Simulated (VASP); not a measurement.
# P (P1) in VASP: relaxation of cell and atoms with PBE

Aim: the relaxation of cell and atoms of P with PBE.

All numbers are computed with VASP 6.6.1; they aren't measurements. Logs are shortened: lines on timing, memory, paths and dates and some standing lists are left out, and cuts for length are marked.

**1. The cell of the first run**

The typed cell holds 8 atoms: a = 4.828 Å, b = 4.844 Å, c = 4.756 Å, α = 91.71°, β = 90.19°, γ = 90.67°.

**2. Relaxation of cell and atoms, PBE**

Contents of INCAR:

```
SYSTEM = P
ALGO = Normal ; EDIFF = 1E-7
EDIFFG = -0.025 ; ENCUT = 600
GGA = PE ; IBRION = 2
ISIF = 3 ; ISMEAR = 0
LASPH = .True. ; LCHARG = .False.
LREAL = .False. ; LWAVE = .False.
NELM = 60 ; NSW = 80
PREC = Accurate ; SIGMA = 0.2
```

Contents of KPOINTS:

```
k-points
0
Gamma
  4 4 4
  0 0 0
```

Contents of POSCAR:

```
P
1.0
    4.8283021098     -0.0282737953     -0.0081820746
   -0.0282737953      4.8432264388     -0.0716318099
   -0.0081820746     -0.0716318099      4.7553322498
P
8
Direct
    0.2921504147      0.2967457647      0.2602982457
    0.2446270238      0.2149567320      0.7224405786
    0.2261748400      0.7649786890      0.2369750300
    0.1834673288      0.7404593327      0.7638415899
    0.7621433864      0.2412234407      0.2186820218
    0.7405455939      0.2524291071      0.7393057288
    0.7483436582      0.7450989731      0.3004417186
    0.8025477543      0.7441079606      0.7580150867
```

Potentials or basis: VASP PAW PBE potentials, release 64 (P).

Started as:

```bash
> cat potpaw_PBE.64/P/POTCAR > POTCAR
> mpirun -np 1 vasp_std > vasp.out
```

OUTCAR:

```text
SYSTEM = P
   EDIFF = 1E-7
   EDIFFG = -0.025
   ENCUT = 600
   GGA = PE
   IBRION = 2
   ISIF = 3
   ISMEAR = 0
   LASPH = .True.
   LREAL = .False.
   NELM = 60
   NSW = 80
   PREC = Accurate

 ion  position               nearest neighbor table
   1  0.292  0.297  0.260-   2 2.26   5 2.30   3 2.30   5 2.58   2 2.59   3 2.59
   2  0.245  0.215  0.722-   1 2.26   4 2.33   6 2.40   6 2.44   4 2.57   1 2.59
   3  0.226  0.765  0.237-   4 2.26   1 2.30   7 2.33   4 2.52   7 2.54   1 2.59
   4  0.183  0.740  0.764-   8 1.84   3 2.26   2 2.33   3 2.52   2 2.57
   5  0.762  0.241  0.219-   6 2.28   1 2.30   7 2.45   7 2.46   6 2.48   1 2.58
   6  0.741  0.252  0.739-   5 2.28   8 2.40   2 2.40   2 2.44   5 2.48   8 2.49
   7  0.748  0.745  0.300-   8 2.19   3 2.33   5 2.45   5 2.46   3 2.54   8 2.59
   8  0.803  0.744  0.758-   4 1.84   7 2.19   6 2.40   6 2.49   7 2.59

  LATTYP: Found a triclinic cell.
 ALAT       =     6.6862915090
 B/A-ratio  =     0.7112879782
 C/A-ratio  =     0.7221330118
 COS(alpha) =     0.0033265640
 COS(beta)  =     0.0108181467
 COS(gamma) =     0.6896732530

  Lattice vectors:

 A1 = (   0.0364558699,  -4.7715946289,  -4.6837004399)
 A2 = (   0.0081820746,   0.0716318099,  -4.7553322498)
 A3 = (   4.8283021098,  -0.0282737953,  -0.0081820746)

Analysis of symmetry for initial positions (statically):
=====================================================================
 Subroutine PRICEL returns:
 Original cell was already a primitive cell.

 Routine SETGRP: Setting up the symmetry group for a
 triclinic supercell.

 Subroutine GETGRP returns: Found  1 space group operations
 (whereof  1 operations were pure point group operations)
 out of a pool of  2 trial point group operations.

The static configuration has the point symmetry C_1 .

Analysis of symmetry for dynamics (positions and initial velocities):
=====================================================================
 Subroutine PRICEL returns:
 Original cell was already a primitive cell.

 Routine SETGRP: Setting up the symmetry group for a
 triclinic supercell.

 Subroutine GETGRP returns: Found  1 space group operations
 (whereof  1 operations were pure point group operations)
 out of a pool of  2 trial point group operations.

The dynamic configuration has the point symmetry C_1 .

 Subroutine INISYM returns: Found  1 space group operations
 (whereof  1 operations are pure point group operations),
 and found     1 'primitive' translations

----------------------------------------------------------------------------------------

                                     Primitive cell

  volume of cell :     111.1724

  direct lattice vectors                    reciprocal lattice vectors
     4.828302110 -0.028273795 -0.008182075     0.207119891  0.001214666  0.000374670
    -0.028273795  4.843226439 -0.071631810     0.001214666  0.206527065  0.003113104
    -0.008182075 -0.071631810  4.755332250     0.000374670  0.003113104  0.210337787

  length of vectors
     4.828391825  4.843838649  4.755878769     0.207123792  0.206554098  0.210361157

  position of ions in fractional coordinates (direct lattice)
     0.292150415  0.296745765  0.260298246
     0.244627024  0.214956732  0.722440579
     0.226174840  0.764978689  0.236975030
     0.183467329  0.740459333  0.763841590
     0.762143386  0.241223441  0.218682022
     0.740545594  0.252429107  0.739305729
     0.748343658  0.745098973  0.300441719
     0.802547754  0.744107961  0.758015087

  ion indices of the primitive-cell ions
   primitive index   ion index
                 1           1
                 2           2
                 3           3
                 4           4
                 5           5
                 6           6
                 7           7
                 8           8

----------------------------------------------------------------------------------------

 KPOINTS: k-points

Automatic generation of k-mesh.
 Grid dimensions read from file:
 generate k-points for:    4    4    4

 Generating k-lattice:

  Cartesian coordinates                     Fractional coordinates (reciprocal lattice)
     0.051779973  0.000303667  0.000093667     0.250000000  0.000000000  0.000000000
     0.000303667  0.051631766  0.000778276     0.000000000  0.250000000 -0.000000000
     0.000093667  0.000778276  0.052584447     0.000000000 -0.000000000  0.250000000

  Length of vectors
     0.051780948  0.051638524  0.052590289

  Shift w.r.t. Gamma in fractional coordinates (k-lattice)
     0.000000000  0.000000000  0.000000000

 Subroutine IBZKPT returns following result:
 ===========================================

 Found     36 irreducible k-points:

 Following reciprocal coordinates:
            Coordinates               Weight
  0.000000  0.000000  0.000000      1.000000
  0.250000  0.000000  0.000000      2.000000
  0.500000  0.000000  0.000000      1.000000
 -0.000000  0.250000  0.000000      2.000000
  0.250000  0.250000  0.000000      2.000000
  0.500000  0.250000  0.000000      2.000000
[... 16 lines left out ...]
 -0.000000 -0.250000  0.250000      2.000000
  0.250000 -0.250000  0.250000      2.000000
 [... further k-points ...]
   k-points           NKPTS =     36   k-points in BZ     NKDIM =     36   number of bands    NBANDS=     25
   number of dos      NEDOS =    301   number of ions     NIONS =      8
   total plane-waves  NPLWV =  64000
   dimension x,y,z NGX =    40 NGY =   40 NGZ =   40
   dimension x,y,z NGXF=    80 NGYF=   80 NGZF=   80
   ions per type =               8
   NGX,Y,Z   is equivalent  to a cutoff of  13.77, 13.73, 13.98 a.u.
   NGXF,Y,Z  is equivalent  to a cutoff of  27.54, 27.46, 27.96 a.u.
 SYSTEM =  P
   PREC   = accura    normal or accurate (medium, high low for compatibility)
   ISTART =      0    job   : 0-new  1-cont  2-samecut
   ICHARG =      2    charge: 1-file 2-atom 10-const
   ISPIN  =      1    spin polarized calculation?
   LNONCOLLINEAR =      F non collinear calculations
   LSORBIT =      F    spin-orbit coupling
   LASPH  =      T    aspherical Exc in radial PAW
   ENCUT  =  600.0 eV  44.10 Ry    6.64 a.u.   9.64  9.67  9.50*2*pi/ulx,y,z
   NELM   =     60;   NELMIN=  2; NELMDL= -5     # of ELM steps
   EDIFF  = 0.1E-06   stopping-criterion for ELM
   LREAL  =      F    real-space projection
   EDIFFG = -.3E-01   stopping-criterion for IOM
   NSW    =     80    number of steps for IOM
   IBRION =      2    ionic relax: 0-MD 1-quasi-New 2-CG
   NFREE  =      1    steps in history (QN), initial steepest desc. (CG)
   ISIF   =      3    stress and relaxation
   ISYM   =      2    0-nonsym 1-usesym 2-fastsym
   POTIM  = 0.5000    time-step for ionic-motion
   TEBEG  =    0.0;   TEEND  =   0.0 temperature during run
   PSTRESS=    0.0 pullay stress
   NELECT =      40.0000    total number of electrons
   NUPDOWN=      -1.0000    fix difference up-down
   EMIN   =  10.00;   EMAX   =-10.00  energy-range for DOS
   EFERMI =   0.00;   METHOD = LEGACY
   ISMEAR =     0;   SIGMA  =   0.20  broadening in eV -4-tet -1-fermi 0-gaus
   EFERMI_NEDOS =   21; number of points for ismear=-14 and -15
   IALGO  =     38    algorithm
   IMIX   =      4    mixing-type and parameters
     AMIX     =   0.40;   BMIX     =  1.00
     AMIX_MAG =   1.60;   BMIX_MAG =  1.00
  volume/ion in A,a.u.               =      13.90        93.78
  Fermi-wavevector in a.u.,A,eV,Ry     =   1.164383  2.200365 18.446608  1.355787
  Thomas-Fermi vector in A             =   2.300921
   LORBIT       =      0    0 simple, 1 ext, 2 COOP (PROOUT), +10 PAW based schemes
   GGA     = PE    functional components
   LHFCALC =     F    Hartree Fock is set to
   AEXX    =    0.0000 exact exchange contribution
   IVDW    =     0    specifies the selected vdW correction
   LEPSILON=     F    determine dielectric tensor
   LRPA    =     F    only Hartree local field effects (RPA)
 conjugate gradient relaxation of ions
 non-spin polarized calculation
 Gauss-broadening in eV      SIGMA  =   0.20
  energy-cutoff  :      600.00
  volume of cell :      111.17
 maximum number of plane-waves:      3747
 NGX is ok and might be reduce to    40
   NGX = 19   NGY = 19   NGZ = 19

--------------------------------------- Ionic step        1  -------------------------------------------

 number of electron      39.9999999 magnetization

 Free energy of the ion-electron system (eV)
  ---------------------------------------------------
  ext. energy  EPLUGINS =         0.00000000
  ---------------------------------------------------
  free energy    TOTEN  =       -39.94617281 eV

  energy without entropy =      -39.89569290  energy(sigma->0) =      -39.92093285

 E-fermi :  10.5601     XC(G=0): -11.4482

 val. band max:       10.5498727771   @ k =   0.5000   0.5000   0.2500
 cond. band min:      10.5699263213   @ k =   0.5000  -0.0000   0.5000
 fundamental gap:      0.0200535442
 Fermi energy:        10.5601349273

 k-point     1 :       0.0000    0.0000    0.0000
  band No.  band energies     occupation
      1      -7.0677      2.00000
      2      -3.2640      2.00000
      3      -2.2050      2.00000
      4      -2.0397      2.00000
      5       0.4570      2.00000
      6       0.8929      2.00000
[... 782 lines left out ...]
  FREE ENERGIE OF THE ION-ELECTRON SYSTEM (eV)
  ---------------------------------------------------
  free  energy   TOTEN  =       -41.2210862712 eV

  energy  without entropy=      -41.1459930950  energy(sigma->0) =      -41.18353968

[... ionic steps 4 to 25 ...]

--------------------------------------- Ionic step       26  -------------------------------------------

 number of electron      39.9999994 magnetization

------------------------ aborting loop because EDIFF is reached ----------------------------------------

  FORCE on cell =-STRESS in cart. coord.  units (eV):
  Direction    XX          YY          ZZ          XY          YZ          ZX
  --------------------------------------------------------------------------------------
  -------------------------------------------------------------------------------------
  Total       -0.1489876     -0.2025655      0.0679213      0.0134198     -0.0167335     -0.0051630
  in kB       -1.8167977     -2.4701410      0.8282514      0.1636448     -0.2040530     -0.0629592
  external PRESSURE =      -1.1528958 kB  Pullay stress =       0.0000000 kB
[... 69 lines left out ...]
  energy  without entropy=      -42.6021590678  energy(sigma->0) =      -42.61396606

--------------------------------------- Ionic step       28  -------------------------------------------

 number of electron      39.9999994 magnetization

 Free energy of the ion-electron system (eV)
  ---------------------------------------------------
  ext. energy  EPLUGINS =         0.00000000
  ---------------------------------------------------
  free energy    TOTEN  =       -42.62581761 eV

  energy without entropy =      -42.60209435  energy(sigma->0) =      -42.61395598

 E-fermi :   8.6420     XC(G=0): -10.6876

 val. band max:        8.6162827486   @ k =   0.2500  -0.0000   0.2500
 cond. band min:       8.7642152669   @ k =   0.5000   0.5000   0.5000
 fundamental gap:      0.1479325183
 Fermi energy:         8.6419563972

 k-point     1 :       0.0000    0.0000    0.0000
  band No.  band energies     occupation
      1      -7.5921      2.00000
      2      -3.9706      2.00000
      3      -3.9650      2.00000
      4      -3.9598      2.00000
      5      -1.1866      2.00000
      6      -1.1815      2.00000
[... 698 lines left out ...]
  FREE ENERGIE OF THE ION-ELECTRON SYSTEM (eV)
  ---------------------------------------------------
  free  energy   TOTEN  =       -42.6258176114 eV

  energy  without entropy=      -42.6020943469  energy(sigma->0) =      -42.61395598

 reached required accuracy - stopping structural energy minimisation
```

It took 50 min on 1 thread of Intel Xeon Platinum 8175M at 2.50GHz (Skylake/Cascade Lake), shared host; peak memory 0.31 GiB.

What came out:

| Item | Value |
| --- | --- |
| Free energy | -42.6258 eV |
| Relaxed volume | 16.39 Å³/atom |
| Relaxed cell | a = 5.091 Å, b = 5.088 Å, c = 5.093 Å, α = 86.29°, β = 86.17°, γ = 86.30° |
| Space group after relaxing (to 0.1 Å) | R-3m (No. 166) |
| Energy gained by relaxing | 335.0 meV/atom |
| Ionic steps | 28 |
| Pressure after relaxing | 0.0 GPa |
| Largest force after relaxing | 0.024 eV/Å |
| Band gap on the k mesh | zero (bands 20 and 21 overlap by 0.08 eV) |

Forces in eV/Å, atoms in the order of the input:
```
P    0.002 -0.015 -0.006
P    0.015  0.005 -0.005
P    0.008  0.002  0.002
P   -0.018 -0.004 -0.005
P   -0.007  0.022  0.006
P    0.001 -0.012  0.002
P    0.003 -0.002  0.000
P   -0.003  0.004  0.006
```

Stress tensor (GPa, compression positive):
```
-0.04  0.01 -0.07
 0.01  0.11  0.00
-0.07  0.00 -0.14
```

Step by step:
```csv
step,energy change (eV),largest force (eV/Å),pressure (GPa),volume (Å³)
1,0.0000,9.0700,17.62,111.17
2,-1.1495,1.1960,-8.11,137.28
3,-1.2749,1.1764,-7.47,134.34
4,-1.3755,1.1030,-6.76,131.92
5,-1.7401,0.9387,-0.52,121.30
6,-1.7249,1.0615,1.92,119.02
7,-1.7433,0.9719,0.11,120.65
8,-1.9825,0.6715,-0.92,121.59
9,-2.0370,0.7284,-1.19,122.21
10,-2.2305,0.5099,1.14,120.87
11,-2.2985,0.5820,3.89,119.60
12,-2.4293,0.6015,2.01,123.72
13,-2.4527,0.6149,1.07,126.10
14,-2.5257,0.4412,-0.36,128.61
15,-2.5452,0.4488,-1.51,131.00
16,-2.5918,0.2854,-0.61,130.88
17,-2.6009,0.3744,0.01,130.81
18,-2.6284,0.2649,0.05,130.79
19,-2.6379,0.1811,0.17,130.76
20,-2.6569,0.1442,-0.06,131.05
21,-2.6631,0.2574,-0.47,131.60
22,-2.6665,0.1875,-0.33,131.38
23,-2.6746,0.0936,0.29,130.81
24,-2.6747,0.1043,0.36,130.74
25,-2.6789,0.0572,-0.04,131.29
26,-2.6790,0.0534,-0.12,131.39
27,-2.6796,0.0302,-0.05,131.19
28,-2.6796,0.0240,-0.02,131.12
```

Final structure:
```
CELL_PARAMETERS angstrom
5.08609 0.15906 0.16433
0.16454 5.08260 0.16126
0.17090 0.16331 5.08788
ATOMIC_POSITIONS crystal
P 0.27254 0.27291 0.27297
P 0.22695 0.22755 0.72758
P 0.22724 0.72756 0.22730
P 0.27330 0.77266 0.77287
P 0.72739 0.22681 0.22710
P 0.77249 0.27269 0.77260
P 0.77248 0.77233 0.27247
P 0.72761 0.72749 0.72711
```

Caveat: the volume moved by over 15 % at a fixed basis, so the end points are rough.
